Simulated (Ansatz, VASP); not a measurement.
One calculation of TiPb2, two programs

File INCAR:

```
  ALGO = Fast
  EDIFF = 1E-6
  EDIFFG = -0.04
  ENCUT = 600
  GGA = PE
  IBRION = 2
  ISIF = 3
  ISMEAR = 0
  LASPH = T
  LCHARG = F
  LREAL = F
  LWAVE = F
  NELM = 100
  NSW = 90
  PREC = Accurate
  SIGMA = 0.1
```

Contents of KPOINTS:

```
k-points
0
Gamma
  6 6 6
```

File POSCAR:

```
TiPb2
1.0
    4.8747499343      0.0000000000      0.0000000000
   -2.4373749672      4.2216572803      0.0000000000
    0.0000000000      0.0000000000      3.4287245895
Ti Pb
1 2
Direct
    0.0000000000      0.0000000000      0.0000000000
    0.3333333333      0.6666666667      0.5000000000
    0.6666666667      0.3333333333      0.5000000000
```

Input for Ansatz:

```yaml
crystal:
  lattice:
    - [4.8747499343, 0.0, 0.0]
    - [-2.4373749672, 4.2216572803, 0.0]
    - [0.0, 0.0, 3.4287245895]
  atoms:
    - { symbol: Ti, position: [0.0, 0.0, 0.0] }
    - { symbol: Pb, position: [0.3333333333, 0.6666666667, 0.5] }
    - { symbol: Pb, position: [0.6666666667, 0.3333333333, 0.5] }
basis:
  ecutwfc: 420
kpoints:
  mp_grid: { grid: [6, 6, 6] }
hamiltonian:
  xc: pbe
scf:
  occupations: { method: gaussian, width: 0.1 }
  lower_state_search: "off"
output:
  forces: true
  stress: true
  eigenvalues: true
relax:
  adjacent_minimum: "off"
  f_tol: 0.04
  max_steps: 70
  cell: { stress_tol: 0.4 }
```

Alike in both runs: task relaxation of cell and atoms; functional PBE; k mesh 6 × 6 × 6; occupations gaussian, width 0.1 eV; no spin polarisation.

|  | VASP | Ansatz |
| --- | --- | --- |
| version | VASP 6.6.1 | Ansatz 0.2.0 |
| potentials or method | VASP PAW PBE potentials, release 64 (Ti_sv, Pb_d), cutoff 600 eV | scalar-relativistic, plane waves, PAW |
| valence electrons in the cell | 40 | 40 |

```tsv
	VASP	Ansatz	Ansatz less VASP
gap on the k mesh at the Fermi level, each at its own relaxed structure (eV)	none	none	-
relaxed volume (Å³/atom)	25.91	26.00	+0.097
relaxed length of the cell vector where the two differ most in proportion (Å)	5.382	5.389	+0.0073
```

A gap of «none» marks a metal or a gap that the smearing closes.

Spin-orbit coupling is off throughout.
